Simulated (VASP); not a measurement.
# ZrSe2 (P-3m1) in VASP: settings compared

ZrSe2 is run at these levels: PBE, r2SCAN+rVV10, PBE0; tasks: single point, relaxation of cell and atoms.

All numbers are computed with VASP 6.6.1; they aren't measurements. Logs are shortened: lines on timing, memory, paths and dates and some standing lists are left out, and cuts for length are marked.

## (1) The cell of the first run

It takes space group P-3m1 (No. 164, trigonal). The conventional cell has a = 3.788 Å, b = 3.788 Å, c = 6.180 Å, α = 90.00°, β = 90.00°, γ = 120.00°. Zr (site symmetry -3m) has 6 Se at 2.69 Å within 3.5 Å. Se (site symmetry 3m) has 3 Zr at 2.69 Å within 3.5 Å.

## (2) Single point, PBE, non-collinear spin, zero start, spin-orbit coupling

Input file INCAR:

```
ALGO = Normal
EDIFF = 1E-6
ENCUT = 500
GGA = PE
GGA_COMPAT = F
ISIF = 2
ISMEAR = -1
LASPH = T
LCHARG = F
LMAXMIX = 4
LNONCOLLINEAR = T
LORBIT = 11
LORBMOM = T
LREAL = F
LSORBIT = T
LWAVE = F
MAGMOM = 0 0 0 0 0 0 0 0 0
NBANDS = 37
NELM = 200
PREC = Accurate
SIGMA = 0.02
```

Input file KPOINTS:

```
k-points
0
Gamma
  12 12 4
```

Input file POSCAR:

```
ZrSe2
1.0
    3.7881125951      0.0000000000      0.0000000000
   -1.8940562976      3.2806017397      0.0000000000
    0.0000000000      0.0000000000      6.1800473385
Zr Se
1 2
Direct
    0.0000000000      0.0000000000      0.0000000000
    0.3333333333      0.6666666667      0.2538106342
    0.6666666667      0.3333333333      0.7461893658
```

Potentials or basis: VASP PAW PBE potentials, release 64 (Zr_sv, Se).

Run with:

```console
$ cat potpaw_PBE.64/Zr_sv/POTCAR potpaw_PBE.64/Se/POTCAR > POTCAR
$ mpirun -np 1 vasp_ncl > vasp.out
```

OUTCAR:

```text
EDIFF = 1E-6
   ENCUT = 500
   GGA = PE
   ISIF = 2
   ISMEAR = -1
   LASPH = T
   LNONCOLLINEAR = T
   LORBIT = 11
   LREAL = F
   LSORBIT = T
   NELM = 200
   PREC = Accurate

 ion  position               nearest neighbor table
   1  0.000  0.000  0.000-   2 2.69   3 2.69   2 2.69   3 2.69   3 2.69   2 2.69
   2  0.333  0.667  0.254-   1 2.69   1 2.69   1 2.69
   3  0.667  0.333  0.746-   1 2.69   1 2.69   1 2.69

  LATTYP: Found a hexagonal cell.
 ALAT       =     3.7881125951
 C/A-ratio  =     1.6314317971

  Lattice vectors:

 A1 = (   3.7881125951,   0.0000000000,   0.0000000000)
 A2 = (  -1.8940562976,   3.2806017397,   0.0000000000)
 A3 = (   0.0000000000,   0.0000000000,   6.1800473385)

Analysis of symmetry for initial positions (statically):
=====================================================================
 Subroutine PRICEL returns:
 Original cell was already a primitive cell.

 Routine SETGRP: Setting up the symmetry group for a
 hexagonal supercell.

 Subroutine GETGRP returns: Found 12 space group operations
 (whereof 12 operations were pure point group operations)
 out of a pool of 24 trial point group operations.

The static configuration has the point symmetry D_3d.

Analysis of symmetry for dynamics (positions and initial velocities):
=====================================================================
 Subroutine PRICEL returns:
 Original cell was already a primitive cell.

 Routine SETGRP: Setting up the symmetry group for a
 hexagonal supercell.

 Subroutine GETGRP returns: Found 12 space group operations
 (whereof 12 operations were pure point group operations)
 out of a pool of 24 trial point group operations.

The dynamic configuration has the point symmetry D_3d.

Analysis of structural, dynamic, and magnetic symmetry:
=====================================================================
 Subroutine PRICEL returns:
 Original cell was already a primitive cell.

 Routine SETGRP: Setting up the symmetry group for a
 hexagonal supercell.

 Subroutine GETGRP returns: Found 12 space group operations
 (whereof 12 operations were pure point group operations)
 out of a pool of 24 trial point group operations.

The overall configuration has the point symmetry D_3d.

 Subroutine INISYM returns: Found 12 space group operations
 (whereof 12 operations are pure point group operations),
 and found     1 'primitive' translations

----------------------------------------------------------------------------------------

                                     Primitive cell

  volume of cell :      76.8012

  direct lattice vectors                    reciprocal lattice vectors
     3.788112595  0.000000000  0.000000000     0.263983706  0.152411063  0.000000000
    -1.894056298  3.280601740  0.000000000     0.000000000  0.304822127  0.000000000
     0.000000000  0.000000000  6.180047338     0.000000000  0.000000000  0.161811058

  length of vectors
     3.788112595  3.788112595  6.180047338     0.304822127  0.304822127  0.161811058

  position of ions in fractional coordinates (direct lattice)
     0.000000000  0.000000000  0.000000000
     0.333333333  0.666666667  0.253810634
     0.666666667  0.333333333  0.746189366

  ion indices of the primitive-cell ions
   primitive index   ion index
                 1           1
                 2           2
                 3           3

----------------------------------------------------------------------------------------

 KPOINTS: k-points

Automatic generation of k-mesh.
 Grid dimensions read from file:
 generate k-points for:   12   12    4

 Generating k-lattice:

  Cartesian coordinates                     Fractional coordinates (reciprocal lattice)
     0.021998642  0.012700922  0.000000000     0.083333333  0.000000000  0.000000000
     0.000000000  0.025401844  0.000000000     0.000000000  0.083333333  0.000000000
[... 96 lines left out ...]
 number of electron      24.0000000 magnetization       0.0000000      0.0000000      0.0000000

 number of electron      24.0000000 magnetization      -0.0000000     -0.0000000     -0.0000000

 Free energy of the ion-electron system (eV)
  ---------------------------------------------------
  ext. energy  EPLUGINS =         0.00000000
  ---------------------------------------------------
  free energy    TOTEN  =       -19.68344694 eV

  energy without entropy =      -19.68342300  energy(sigma->0) =      -19.68343497

 E-fermi :   4.5539     XC(G=0):  -9.5007

 val. band max:        4.4792373969   @ k =   0.0000   0.0000   0.0000
 cond. band min:       4.6458622148   @ k =   0.5000   0.0000   0.5000
 fundamental gap:      0.1666248179
 Fermi energy:         4.5538984857

 k-point     1 :       0.0000    0.0000    0.0000
  band No.  band energies     occupation
      1     -45.1494      1.00000
      2     -45.1494      1.00000
      3     -24.2857      1.00000
      4     -24.2857      1.00000
      5     -22.5985      1.00000
      6     -22.5985      1.00000
[... 925 lines left out ...]
     35      10.6865      0.00000
     36      10.6865      0.00000

 [... further k-points ...]

 [bands above 36 left out]

------------------------ aborting loop because EDIFF is reached ----------------------------------------

  FORCE on cell =-STRESS in cart. coord.  units (eV):
  Direction    XX          YY          ZZ          XY          YZ          ZX
  --------------------------------------------------------------------------------------
  -------------------------------------------------------------------------------------
  Total        0.5521237      0.5521237      1.1344722     -0.0000000      0.0000000     -0.0000000
  in kB       11.5180453     11.5180453     23.6666203     -0.0000000      0.0000000     -0.0000000
  external PRESSURE =      15.5675703 kB  Pullay stress =       0.0000000 kB

 VOLUME and BASIS-vectors are now :
 -----------------------------------------------------------------------------
  energy-cutoff  :      500.00
  volume of cell :       76.80
      direct lattice vectors                 reciprocal lattice vectors
     3.788112595  0.000000000  0.000000000     0.263983706  0.152411063  0.000000000
    -1.894056298  3.280601740  0.000000000     0.000000000  0.304822127  0.000000000
     0.000000000  0.000000000  6.180047338     0.000000000  0.000000000  0.161811058

 POSITION                                       TOTAL-FORCE (eV/Angst)
 -----------------------------------------------------------------------------------
      0.00000      0.00000      0.00000         0.000000      0.000000      0.000000
     -0.00000      2.18707      1.56856         0.000000     -0.000000      0.137869
      1.89406      1.09353      4.61149        -0.000000      0.000000     -0.137869
 -----------------------------------------------------------------------------------
    total drift:                               -0.000000      0.000000      0.000000

  FREE ENERGIE OF THE ION-ELECTRON SYSTEM (eV)
  ---------------------------------------------------
  free  energy   TOTEN  =       -19.6834469366 eV

  energy  without entropy=      -19.6834230033  energy(sigma->0) =      -19.68343497

 orbital moment (x)

 # of ion     p       d       tot
 ----------------------------------------
  1        -0.000  -0.000  -0.000
  2         0.000   0.000   0.000
  3         0.000   0.000   0.000
 ----------------------------------------
            0.000   0.000   0.000

 orbital moment (y)

 # of ion     p       d       tot
 ----------------------------------------
  1         0.000  -0.000  -0.000
  2         0.000  -0.000   0.000
  3         0.000  -0.000   0.000
 ----------------------------------------
            0.000  -0.000   0.000

 orbital moment (z)

 # of ion     p       d       tot
 ----------------------------------------
  1         0.000   0.000   0.000
  2         0.000   0.000   0.000
  3         0.000   0.000   0.000
 ----------------------------------------
            0.000   0.000   0.000

 Spin-Orbit-Coupling matrix elements

 Ion:    1  E_soc:     -0.1420636
 l=   1
     0.0000000    -0.0226119    -0.0226245
    -0.0226119     0.0000000    -0.0226119
    -0.0226245    -0.0226119     0.0000000
 l=   2
     0.0000000    -0.0002748     0.0000000    -0.0002748    -0.0006602
    -0.0002748     0.0000000    -0.0005111    -0.0004021    -0.0002748
     0.0000000    -0.0005111     0.0000000    -0.0005111     0.0000000
    -0.0002748    -0.0004021    -0.0005111     0.0000000    -0.0002748
    -0.0006602    -0.0002748     0.0000000    -0.0002748     0.0000000
 l=   3
     0.0000000     0.0000000     0.0000000     0.0000000     0.0000000     0.0000000     0.0000000
     0.0000000     0.0000000     0.0000000     0.0000000     0.0000000     0.0000000     0.0000000
     0.0000000     0.0000000     0.0000000     0.0000000     0.0000000     0.0000000     0.0000000
     0.0000000     0.0000000     0.0000000     0.0000000     0.0000000     0.0000000     0.0000000
[... 29 lines left out ...]
 l=   2
     0.0000000     0.0000008     0.0000000     0.0000008     0.0000020
     0.0000008     0.0000000     0.0000045     0.0000045     0.0000008
     0.0000000     0.0000045     0.0000000     0.0000045     0.0000000
     0.0000008     0.0000045     0.0000045     0.0000000     0.0000008
     0.0000020     0.0000008     0.0000000     0.0000008     0.0000000
 l=   3
     0.0000000     0.0000000     0.0000000     0.0000000     0.0000000     0.0000000     0.0000000
     0.0000000     0.0000000     0.0000000     0.0000000     0.0000000     0.0000000     0.0000000
     0.0000000     0.0000000     0.0000000     0.0000000     0.0000000     0.0000000     0.0000000
     0.0000000     0.0000000     0.0000000     0.0000000     0.0000000     0.0000000     0.0000000
     0.0000000     0.0000000     0.0000000     0.0000000     0.0000000     0.0000000     0.0000000
     0.0000000     0.0000000     0.0000000     0.0000000     0.0000000     0.0000000     0.0000000
     0.0000000     0.0000000     0.0000000     0.0000000     0.0000000     0.0000000     0.0000000

 total charge

# of ion       s       p       d       tot
------------------------------------------
    1        2.168   6.008   1.463   9.640
    2        1.463   2.401   0.028   3.892
    3        1.463   2.401   0.028   3.892
--------------------------------------------------
tot          5.094  10.810   1.519  17.423

 magnetization (x)

# of ion       s       p       d       tot
------------------------------------------
    1        0.000   0.000   0.000   0.000
    2       -0.000   0.000   0.000  -0.000
    3       -0.000   0.000   0.000  -0.000
--------------------------------------------------
tot         -0.000   0.000   0.000  -0.000

 magnetization (y)

# of ion       s       p       d       tot
------------------------------------------
    1       -0.000   0.000   0.000  -0.000
    2       -0.000   0.000   0.000  -0.000
    3       -0.000   0.000   0.000   0.000
--------------------------------------------------
tot         -0.000   0.000   0.000   0.000

 magnetization (z)

# of ion       s       p       d       tot
------------------------------------------
    1        0.000   0.000  -0.000   0.000
    2        0.000   0.000   0.000   0.000
    3        0.000   0.000   0.000   0.000
--------------------------------------------------
tot          0.000   0.000  -0.000   0.000
```

Wall time 4.2 min (1 thread of Intel Xeon 6975P-C (Granite Rapids), shared host); peak memory 0.51 GiB.

What came out:

* Free energy: -19.6834 eV
* Pressure: 1.6 GPa
* Largest force: 0.138 eV/Å
* Net moment: 0.00 μB per cell
* Valence electrons inside the program's atomic spheres: Zr 9.64; Se 3.89

Forces in eV/Å, atoms in the order of the input:
```
Zr   0.000  0.000  0.000
Se   0.000  0.000  0.138
Se   0.000  0.000 -0.138
```

Moments on the atoms (μB; x, y, z):
```
Zr  0.00 0.00 0.00
Se  0.00 0.00 0.00
Se  0.00 0.00 0.00
```

Caveat: this functional lacks dispersion, which binds the layers, so the pressure and a relaxed spacing across them are unreliable.

(Continued in part 2 of 2.)
